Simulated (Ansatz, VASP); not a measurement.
One calculation of MgO2, two programs

Contents of INCAR:

```
PREC = Accurate
ENCUT = 520
EDIFF = 1E-7
ISMEAR = 0
SIGMA = 0.05
LREAL = F
LASPH = T
NELM = 60
ALGO = Normal
ISIF = 2
LWAVE = F
LCHARG = F
GGA = PS
NBANDS = 14
```

KPOINTS

```
Automatic mesh
0
Gamma
  12 12 12
```

The input POSCAR:

```
MgO2
1.0
    1.5996617045      0.9235651157      3.4573706250
   -1.5996617045      0.9235651157      3.4573706250
    0.0000000000     -1.8471302314      3.4573706250
Mg O
1 2
Direct
    0.0000000000      0.0000000000      0.0000000000
    0.4291433728      0.4291433728      0.4291433728
    0.5708566272      0.5708566272      0.5708566272
```

Input for Ansatz:

```yaml
crystal:
  lattice:
    - [1.5996617045, 0.9235651157, 3.457370625]
    - [-1.5996617045, 0.9235651157, 3.457370625]
    - [0.0, -1.8471302314, 3.457370625]
  atoms:
    - { symbol: Mg, position: [0.0, 0.0, 0.0] }
    - { symbol: O, position: [0.4291433728, 0.4291433728, 0.4291433728] }
    - { symbol: O, position: [0.5708566272, 0.5708566272, 0.5708566272] }
basis:
  ecutwfc: 420
kpoints:
  mp_grid: { grid: [12, 12, 12] }
hamiltonian:
  xc: pbesol
scf:
  occupations: { method: gaussian, width: 0.05 }
output:
  forces: true
  stress: true
  eigenvalues: true
```

Change from the starting cell: strain +0.0100 x Voigt [1, 1, 0, 0, 0, 0], atoms carried along.

Alike in both runs: task single point; functional PBEsol; k mesh 12 × 12 × 12; occupations gaussian, width 0.05 eV; no spin polarisation.

|  | VASP | Ansatz |
| --- | --- | --- |
| version | VASP 6.6.1 | Ansatz 0.2.0 |
| potentials or method | VASP PAW PBE potentials, release 64 (Mg, O), cutoff 520 eV | scalar-relativistic, plane waves, PAW |
| valence electrons in the cell | 14 | 22 |

VASP gave:

```
gap on the k mesh at the Fermi level (eV)                     : 2.47
least direct gap on the mesh (eV)                             : 2.47
pressure (GPa)                                                : -2.2
traceless stress, the component that is largest in VASP (GPa) : 2.80
rms of the force components (eV/Å)                            : 0.159
```

Question: Estimate Ansatz's values.

Answer: gap on the k mesh at the Fermi level (eV): 2.50; least direct gap on the mesh (eV): 2.50; pressure (GPa): -2.1; traceless stress, the component that is largest in VASP (GPa): 1.61; rms of the force components (eV/Å): 0.061.

VASP's potentials were made for PBE, not for PBEsol. Atom by atom the forces differ by 0.098 eV/Å (rms over components). With one functional, cell and mesh, what is left measures potentials, basis and numerics. VASP's potentials hold 14 valence electrons a cell and Ansatz's 22, so a difference there can come from the potentials and not from the codes.
